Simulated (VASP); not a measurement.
Write the native input for VASP 6.6.1 that does the following.

```
Task                   : single point
Functional             : PBE
Potentials or basis    : VASP PAW PBE potentials, release 64 (Hg)
Cutoff                 : 500 eV
k mesh                 : 6 × 6 × 6
Occupations            : fermi-dirac, width 0.0143 eV
Spin                   : no spin polarisation
Dipole correction      : no
Further INCAR settings : ALGO = Normal; EDIFF = 1e-06; NBANDS = 12
```

The structure of Hg lies in POSCAR:

```
Hg
1.0
    0.0000000000      2.4508233858      2.4508233858
    2.4508233858      0.0000000000      2.4508233858
    2.4508233858      2.4508233858      0.0000000000
Hg
1
Direct
    0.0000000000      0.0000000000      0.0000000000
```

One way to write it, as run:

INCAR

```
ALGO = Normal
EDIFF = 1E-6
ENCUT = 500
GGA = PE
GGA_COMPAT = F
ISIF = 2
ISMEAR = -1
LASPH = T
LCHARG = F
LREAL = F
LWAVE = F
NBANDS = 12
NELM = 120
PREC = Accurate
SIGMA = 0.0143
```

KPOINTS

```
k-points
0
Gamma
  6 6 6
```

Potentials or basis: VASP PAW PBE potentials, release 64 (Hg).

The run is started by

```bash
$ cat potpaw_PBE.64/Hg/POTCAR > POTCAR
$ mpirun -np 1 vasp_std > vasp.out
```

It gave:

* Pressure: 0.1 GPa
* Band gap on the k mesh: zero (bands 6 and 7 overlap by 0.37 eV)

Caveat: the k points lie up to 0.37 Å⁻¹ apart; spin-orbit coupling is left out, which moves the levels of the heavy elements.

It took 14 s on 1 thread of Intel Xeon 8259CL (shared host), peak memory 0.15 GiB.
